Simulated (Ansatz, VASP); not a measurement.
**Al in VASP and in Ansatz**

The input INCAR:

```
ALGO = Normal ; EDIFF = 1E-7
ENCUT = 520 ; GGA = PE
ISIF = 2 ; ISMEAR = 0
LASPH = T ; LCHARG = T
LELF = T ; LREAL = F
LVHAR = T ; LWAVE = F
NBANDS = 8 ; NELM = 80
PREC = Accurate ; SIGMA = 0.15
```

File KPOINTS:

```
k-points
0
Gamma
  22 22 22
```

File POSCAR:

```
Al
1.0
    0.0000000000      2.1366492832      1.8161518907
    2.1366492832      0.0000000000      1.8161518907
    2.1366492832      2.1366492832      0.0000000000
Al
1
Direct
    0.0000000000      0.0000000000      0.0000000000
```

Input for Ansatz:

```yaml
crystal:
  lattice:
    - [0.0, 2.1366492832, 1.8161518907]
    - [2.1366492832, 0.0, 1.8161518907]
    - [2.1366492832, 2.1366492832, 0.0]
  atoms:
    - { symbol: Al, position: [0.0, 0.0, 0.0] }
basis:
  ecutwfc: 420
kpoints:
  mp_grid: { grid: [22, 22, 22] }
hamiltonian:
  xc: pbe
scf:
  occupations: { method: gaussian, width: 0.15 }
output:
  forces: true
  stress: true
  eigenvalues: true
```

Alike in both runs: task single point; functional PBE; k mesh 22 × 22 × 22; occupations gaussian, width 0.15 eV; no spin polarisation.

|  | VASP | Ansatz |
| --- | --- | --- |
| version | VASP 6.6.1 | Ansatz 0.2.0 |
| potentials or method | VASP PAW PBE potentials, release 64 (Al), cutoff 520 eV | scalar-relativistic, plane waves, PAW |
| valence electrons in the cell | 3 | 3 |

|  | VASP | Ansatz | Ansatz less VASP |
| --- | --- | --- | --- |
| gap on the k mesh at the Fermi level (eV) | none | none | - |
| pressure (GPa) | 0.7 | 0.8 | +0.02 |
| traceless stress, the component that is largest in VASP (GPa) | 4.79 | 4.77 | -0.015 |

A gap of «none» marks a metal or a gap that the smearing closes. The functional is the same, so the differences come from potentials, cutoffs and numerics.
